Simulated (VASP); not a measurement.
Runs of VASP 6.6.1 on MoS2. The structure is that of space group R-3m (No. 166), or close to it. The cells are those of the table. 

| cell | gap on the mesh (eV) | pressure (GPa) | largest force (eV/Å) |
| --- | --- | --- | --- |
| a = 6.326 Å, angles 28.8°, 3 atoms | none | (b) | 1.27 |
| a = 6.208 Å, angles 28.8°, 3 atoms | none | 18.7 | 2.44 |
| a = 6.268 Å, angles 28.8°, 3 atoms | none | (a) | 1.83 |
| a = 6.549 Å, angles 28.8°, 3 atoms | none | -7.1 | 0.48 |
| a = 6.439 Å, angles 28.8°, 3 atoms | none | -0.8 | 0.31 |

Alike in all rows: task single point; level PBEsol; potentials or basis VASP PAW PBE potentials, release 64 (Mo_sv, S); no spin polarisation; k mesh 11 × 11 × 11; cutoff (eV) 520; smearing fermi-dirac 0.15 eV.

Fill in the values left out.

(a) 12.7; (b) 7.6.

Caveats: the PAW data sets were made with another functional, which shifts forces and pressure a little; the stress differs along the axes, from 6 to 11 GPa (at least some runs); the stress differs along the axes, from 16 to 24 GPa (at least some runs); the stress differs along the axes, from 11 to 17 GPa (at least some runs); the cell stands under tension (at least some runs).

A k mesh can miss the band edges, and the runs leave out spin-orbit coupling on Mo.

A gap of «none» marks levels without a gap at the run's occupations.
